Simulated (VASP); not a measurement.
# SiC (R3m) in VASP: notebook

Runs on SiC. Level: PBE. Tasks: single point.

Program: VASP 6.6.1. These are calculated values, not measurements. Logs are shortened: lines on timing, memory, paths and dates and some standing lists are left out, and cuts for length are marked.

## Step 1: The cell of the first run

Symmetry: R3m, No. 160, trigonal system. The conventional cell has a = 3.181 Å, b = 3.181 Å, c = 7.191 Å, α = 90.00°, β = 90.00°, γ = 120.00°. Within 2.4 Å of Si (site symmetry 3m) lie 4 C at 1.80 to 1.93 Å. Within 2.4 Å of C (site symmetry 3m) lie 4 Si at 1.80 to 1.93 Å.

## Step 2: Single point, PBE

INCAR reads:

```
SYSTEM = SiC
ALGO     = Normal         ! electronic algorithm
EDIFF    = 1E-6           ! SCF threshold, eV
ENCUT    = 520            ! plane-wave cutoff, eV
GGA      = PE             ! functional
ISIF     = 2              ! what is computed and relaxed
ISMEAR   = 0              ! smearing method
LASPH    = .TRUE.         ! aspherical terms in the spheres
LCHARG   = .FALSE.        ! write CHGCAR
LREAL    = .FALSE.        ! projectors in reciprocal space
LWAVE    = .FALSE.        ! write WAVECAR
NBANDS   = 11             ! bands
NELM     = 80             ! most SCF steps
PREC     = Accurate       ! precision mode
SIGMA    = 0.05           ! smearing width, eV
```

KPOINTS reads:

```
k-points
0
G
  12 12 12
  0 0 0
```

POSCAR reads:

```
SiC
1.0
    0.0000000000      2.2491026002      2.2491026002
    2.2491026002      0.0000000000      2.2491026002
    2.1336486667      2.1336486667      0.1154539335
Si C
1 1
Direct
    0.0000000000      0.0000000000      0.0000000000
    0.7500000000      0.7500000000      0.7500000000
```

Potentials or basis: VASP PAW PBE potentials, release 64 (Si, C).

On the command line:

```
$ cat potpaw_PBE.64/Si/POTCAR potpaw_PBE.64/C/POTCAR > POTCAR
$ mpirun -np 1 vasp_std > vasp.out
```

OUTCAR:

```text
SYSTEM = SiC
   EDIFF = 1E-6
   ENCUT = 520
   GGA = PE
   ISIF = 2
   ISMEAR = 0
   LASPH = .TRUE.
   LREAL = .FALSE.
   NELM = 80
   PREC = Accurate

 ion  position               nearest neighbor table
   1  0.000  0.000  0.000-   2 1.80   2 1.93   2 1.93   2 1.93
   2  0.750  0.750  0.750-   1 1.80   1 1.93   1 1.93   1 1.93

  LATTYP: Found a trigonal (rhomboedric) cell.
 ALAT       =     3.0196428392
 COS(alpha) =     0.4452371389

  Lattice vectors:

 A1 = (   2.1336486667,  -0.1154539335,  -2.1336486667)
 A2 = (  -0.1154539335,   2.1336486667,  -2.1336486667)
 A3 = (   2.1336486667,   2.1336486667,   0.1154539335)

Analysis of symmetry for initial positions (statically):
=====================================================================
 Subroutine PRICEL returns:
 Original cell was already a primitive cell.

 Routine SETGRP: Setting up the symmetry group for a
 trigonal (rhombohedral) supercell.

 Subroutine GETGRP returns: Found  6 space group operations
 (whereof  6 operations were pure point group operations)
 out of a pool of 12 trial point group operations.

The static configuration has the point symmetry C_3v.

Analysis of symmetry for dynamics (positions and initial velocities):
=====================================================================
 Subroutine PRICEL returns:
 Original cell was already a primitive cell.

 Routine SETGRP: Setting up the symmetry group for a
 trigonal (rhombohedral) supercell.

 Subroutine GETGRP returns: Found  6 space group operations
 (whereof  6 operations were pure point group operations)
 out of a pool of 12 trial point group operations.

The dynamic configuration has the point symmetry C_3v.

 Subroutine INISYM returns: Found  6 space group operations
 (whereof  6 operations are pure point group operations),
 and found     1 'primitive' translations

----------------------------------------------------------------------------------------

                                     Primitive cell

  volume of cell :      21.0019

  direct lattice vectors                    reciprocal lattice vectors
     0.000000000  2.249102600  2.249102600    -0.228492883  0.216128897  0.228492883
     2.249102600  0.000000000  2.249102600     0.216128897 -0.228492883  0.228492883
     2.133648667  2.133648667  0.115453933     0.240856869  0.240856869 -0.240856869

  length of vectors
     3.180711400  3.180711400  3.019642839     0.388754029  0.388754029  0.417176334

  position of ions in fractional coordinates (direct lattice)
     0.000000000  0.000000000  0.000000000
     0.750000000  0.750000000  0.750000000

  ion indices of the primitive-cell ions
   primitive index   ion index
                 1           1
                 2           2

----------------------------------------------------------------------------------------

 KPOINTS: k-points

Automatic generation of k-mesh.
 Grid dimensions read from file:
 generate k-points for:   12   12   12

 Generating k-lattice:

  Cartesian coordinates                     Fractional coordinates (reciprocal lattice)
    -0.019041074  0.018010741  0.019041074     0.083333333  0.000000000 -0.000000000
     0.018010741 -0.019041074  0.019041074     0.000000000  0.083333333 -0.000000000
     0.020071406  0.020071406 -0.020071406     0.000000000  0.000000000  0.083333333

  Length of vectors
     0.032396169  0.032396169  0.034764694

  Shift w.r.t. Gamma in fractional coordinates (k-lattice)
     0.000000000  0.000000000  0.000000000

 Subroutine IBZKPT returns following result:
 ===========================================

 Found    189 irreducible k-points:

 Following reciprocal coordinates:
            Coordinates               Weight
  0.000000  0.000000  0.000000      1.000000
  0.083333  0.000000  0.000000      6.000000
  0.166667  0.000000 -0.000000      6.000000
  0.250000  0.000000 -0.000000      6.000000
  0.333333  0.000000 -0.000000      6.000000
  0.416667  0.000000 -0.000000      6.000000
[... 16 lines left out ...]
  0.500000  0.166667 -0.000000     12.000000
 -0.416667  0.166667  0.000000     12.000000
 [... further k-points ...]
   k-points           NKPTS =    189   k-points in BZ     NKDIM =    189   number of bands    NBANDS=     11
   number of dos      NEDOS =    301   number of ions     NIONS =      2
   total plane-waves  NPLWV =  13824
   dimension x,y,z NGX =    24 NGY =   24 NGZ =   24
   dimension x,y,z NGXF=    48 NGYF=   48 NGZF=   48
   ions per type =               1   1
   NGX,Y,Z   is equivalent  to a cutoff of  12.54, 12.54, 13.21 a.u.
   NGXF,Y,Z  is equivalent  to a cutoff of  25.09, 25.09, 26.43 a.u.
 SYSTEM =  SiC
   PREC   = accura    normal or accurate (medium, high low for compatibility)
   ISTART =      0    job   : 0-new  1-cont  2-samecut
   ICHARG =      2    charge: 1-file 2-atom 10-const
   ISPIN  =      1    spin polarized calculation?
   LNONCOLLINEAR =      F non collinear calculations
   LSORBIT =      F    spin-orbit coupling
   LASPH  =      T    aspherical Exc in radial PAW
   ENCUT  =  520.0 eV  38.22 Ry    6.18 a.u.   5.91  5.91  5.61*2*pi/ulx,y,z
   NELM   =     80;   NELMIN=  2; NELMDL= -5     # of ELM steps
   EDIFF  = 0.1E-05   stopping-criterion for ELM
   LREAL  =      F    real-space projection
   EDIFFG = 0.1E-04   stopping-criterion for IOM
   NSW    =      0    number of steps for IOM
   IBRION =     -1    ionic relax: 0-MD 1-quasi-New 2-CG
   NFREE  =      0    steps in history (QN), initial steepest desc. (CG)
   ISIF   =      2    stress and relaxation
   ISYM   =      2    0-nonsym 1-usesym 2-fastsym
   POTIM  = 0.5000    time-step for ionic-motion
   TEBEG  =    0.0;   TEEND  =   0.0 temperature during run
   PSTRESS=    0.0 pullay stress
   NELECT =       8.0000    total number of electrons
   NUPDOWN=      -1.0000    fix difference up-down
   EMIN   =  10.00;   EMAX   =-10.00  energy-range for DOS
   EFERMI =   0.00;   METHOD = LEGACY
   ISMEAR =     0;   SIGMA  =   0.05  broadening in eV -4-tet -1-fermi 0-gaus
   EFERMI_NEDOS =   21; number of points for ismear=-14 and -15
   IALGO  =     38    algorithm
   IMIX   =      4    mixing-type and parameters
     AMIX     =   0.40;   BMIX     =  1.00
     AMIX_MAG =   1.60;   BMIX_MAG =  1.00
  volume/ion in A,a.u.               =      10.50        70.86
  Fermi-wavevector in a.u.,A,eV,Ry     =   1.186729  2.242593 19.161444  1.408326
  Thomas-Fermi vector in A             =   2.322896
   LORBIT       =      0    0 simple, 1 ext, 2 COOP (PROOUT), +10 PAW based schemes
   GGA     = PE    functional components
   LHFCALC =     F    Hartree Fock is set to
   AEXX    =    0.0000 exact exchange contribution
   IVDW    =     0    specifies the selected vdW correction
   LEPSILON=     F    determine dielectric tensor
   LRPA    =     F    only Hartree local field effects (RPA)
 non-spin polarized calculation
 Gauss-broadening in eV      SIGMA  =   0.05
  energy-cutoff  :      520.00
  volume of cell :       21.00
 maximum number of plane-waves:       580
   NGX = 11   NGY = 11   NGZ = 11

 number of electron       8.0000001 magnetization

 Free energy of the ion-electron system (eV)
  ---------------------------------------------------
  ext. energy  EPLUGINS =         0.00000000
  ---------------------------------------------------
  free energy    TOTEN  =       -14.90666326 eV

  energy without entropy =      -14.90666326  energy(sigma->0) =      -14.90666326

 E-fermi :   8.4596     XC(G=0): -11.2892

 val. band max:        8.1542969402   @ k =   0.0000   0.0000   0.0000
 cond. band min:       9.2019921927   @ k =   0.5000   0.5000   0.0000
 fundamental gap:      1.0476952525
 Fermi energy:         8.4596245726

 k-point     1 :       0.0000    0.0000    0.0000
  band No.  band energies     occupation
      1      -7.3638      2.00000
      2       7.8116      2.00000
      3       7.8116      2.00000
      4       8.1543      2.00000
      5      13.3279      0.00000
      6      14.5715      0.00000
      7      14.5715      0.00000
      8      17.1399      0.00000
      9      22.4294      0.00000
     10      22.4294      0.00000
     11      24.2088      0.00000

 k-point     2 :       0.0833    0.0000    0.0000
  band No.  band energies     occupation
      1      -7.2351      2.00000
      2       7.0574      2.00000
      3       7.7407      2.00000
      4       8.0423      2.00000
      5      13.6907      0.00000
      6      14.7356      0.00000
      7      14.8023      0.00000
      8      17.1848      0.00000
      9      21.5937      0.00000
     10      21.9346      0.00000
     11      24.3447      0.00000

 k-point     3 :       0.1667    0.0000   -0.0000
  band No.  band energies     occupation
      1      -6.8531      2.00000
      2       5.3832      2.00000
      3       7.5656      2.00000
      4       7.8068      2.00000
      5      13.9583      0.00000
      6      15.0883      0.00000
      7      15.5368      0.00000
      8      17.3572      0.00000
      9      20.6522      0.00000
     10      21.4662      0.00000
     11      23.6863      0.00000

 k-point     4 :       0.2500    0.0000   -0.0000
  band No.  band energies     occupation
      1      -6.2335      2.00000
      2       3.4815      2.00000
      3       7.3616      2.00000
      4       7.5317      2.00000
      5      13.8685      0.00000
      6      15.2768      0.00000
      7      16.1767      0.00000
      8      17.5872      0.00000
      9      20.5215      0.00000
     10      21.7829      0.00000
     11      23.2628      0.00000
[... 239 lines left out ...]
 k-point    22 :       0.4167    0.1667   -0.0000
  band No.  band energies     occupation
      1      -4.6357      2.00000
      2       1.3190      2.00000
      3       5.7425      2.00000
      4       6.4353      2.00000
      5      13.0101      0.00000
      6      15.5410      0.00000
      7      16.7456      0.00000
      8      17.6153      0.00000
      9      21.2152      0.00000
     10      24.9968      0.00000
     11      26.1838      0.00000

 k-point    23 :       0.5000    0.1667   -0.0000
  band No.  band energies     occupation
      1      -3.8514      2.00000
      2       0.1116      2.00000
      3       5.2857      2.00000
      4       6.4955      2.00000
      5      13.1050      0.00000
      6      15.6052      0.00000
      7      17.1808      0.00000
      8      17.8994      0.00000
      9      21.5737      0.00000
     10      25.1833      0.00000
     11      26.2378      0.00000

 k-point    24 :      -0.4167    0.1667    0.0000
  band No.  band energies     occupation
      1      -3.7519      2.00000
      2      -0.0198      2.00000
      3       4.9358      2.00000
      4       6.6976      2.00000
      5      13.3962      0.00000
      6      15.5244      0.00000
      7      17.0285      0.00000
      8      18.6970      0.00000
      9      21.8400      0.00000
     10      23.8914      0.00000
     11      25.9566      0.00000

 [... further k-points ...]
[... 5 lines left out ...]
  --------------------------------------------------------------------------------------
  -------------------------------------------------------------------------------------
  Total        0.2594540      0.2594540      0.2594540      1.9662282     -1.9662282     -1.9662282
  in kB       19.7929958     19.7929958     19.7929958    149.9978418   -149.9978418   -149.9978418
  external PRESSURE =      19.7929958 kB  Pullay stress =       0.0000000 kB

 VOLUME and BASIS-vectors are now :
 -----------------------------------------------------------------------------
  energy-cutoff  :      520.00
  volume of cell :       21.00
      direct lattice vectors                 reciprocal lattice vectors
     0.000000000  2.249102600  2.249102600    -0.228492883  0.216128897  0.228492883
     2.249102600  0.000000000  2.249102600     0.216128897 -0.228492883  0.228492883
     2.133648667  2.133648667  0.115453933     0.240856869  0.240856869 -0.240856869

 POSITION                                       TOTAL-FORCE (eV/Angst)
 -----------------------------------------------------------------------------------
      0.00000      0.00000      0.00000        -0.606831     -0.606831      0.606831
      3.28706      3.28706      3.46024         0.606831      0.606831     -0.606831
 -----------------------------------------------------------------------------------
    total drift:                                0.000108      0.000108     -0.000108

  FREE ENERGIE OF THE ION-ELECTRON SYSTEM (eV)
  ---------------------------------------------------
  free  energy   TOTEN  =       -14.9066632573 eV

  energy  without entropy=      -14.9066632573  energy(sigma->0) =      -14.90666326
```

Run time: 54 s. Hardware: 1 thread of Intel Xeon 6975P-C, shared host; peak memory 0.16 GiB.

What came out:

* Free energy: -14.9067 eV
* Pressure: 2.0 GPa
* Largest force: 1.051 eV/Å
* Band gap on the k mesh: 1.05 eV, indirect (least direct gap 3.95 eV)

Forces in eV/Å, atoms in the order of the input:
```
Si  -0.607 -0.607  0.607
C    0.607  0.607 -0.607
```

Stress tensor (GPa, compression positive):
```
  1.98  15.00 -15.00
 15.00   1.98 -15.00
-15.00 -15.00   1.98
```

Caveat: forces of over 1 eV/Å act on the atoms, so gaps and moduli don't describe the material at rest.

## Step 3: Single point, PBE

This run uses another cell than the first one, of 10.92 Å³/atom, 1.040 times its volume.

INCAR reads:

```
  ALGO = Normal
  EDIFF = 1E-7
  ENCUT = 520
  GGA = PE
  ISIF = 2
  ISMEAR = 0
  LASPH = T
  LCHARG = F
  LREAL = F
  LWAVE = F
  NBANDS = 11
  NELM = 80
  PREC = Accurate
  SIGMA = 0.05
```

KPOINTS reads:

```
k-points
0
Gamma
  12 12 12
```

POSCAR reads:

```
SiC
1.0
    0.0000000000      2.2786986867      2.2786986867
    2.2786986867      0.0000000000      2.2786986867
    2.1617254874      2.1617254874      0.1169731992
Si C
1 1
Direct
    0.0000000000      0.0000000000      0.0000000000
    0.7500000000      0.7500000000      0.7500000000
```

Potentials or basis: VASP PAW PBE potentials, release 64 (Si, C).

On the command line:

```
$ cat potpaw_PBE.64/Si/POTCAR potpaw_PBE.64/C/POTCAR > POTCAR
$ mpirun -np 1 vasp_std > vasp.out
```

Wall time 54 s (1 thread of Intel Xeon 6975P-C, shared host); peak memory 0.17 GiB.

It converged, with:

```
Free energy            : -14.8960 eV
Pressure               : -5.9 GPa
Largest force          : 0.849 eV/Å
Band gap on the k mesh : 1.11 eV, indirect (least direct gap 3.93 eV)
```

Forces in eV/Å, atoms in the order of the input:
```
Si  -0.490 -0.490  0.490
C    0.490  0.490 -0.490
```

Stress tensor (GPa, compression positive):
```
 -5.88  13.47 -13.47
 13.47  -5.88 -13.47
-13.47 -13.47  -5.88
```

Levels at points of the mesh, in eV from the valence-band top:
```tsv
k point	band 1	band 2	band 3	band 4	band 5	band 6	band 7	band 8
(0.00, 0.00, 0.00)	-15.19	-0.30	-0.30	0.00	4.80	6.20	6.20	8.64
(0.50, 0.00, 0.00)	-12.02	-8.47	-1.07	-1.06	5.01	6.50	7.65	9.75
(0.50, 0.50, 0.00)	-10.44	-7.80	-3.66	-2.82	1.11	4.11	12.60	13.14
(0.00, 0.00, 0.50)	-11.22	-8.29	-1.66	-1.66	3.70	6.21	6.21	9.18
```

A k mesh can miss the band edges.

(Continued in part 2 of 2.)
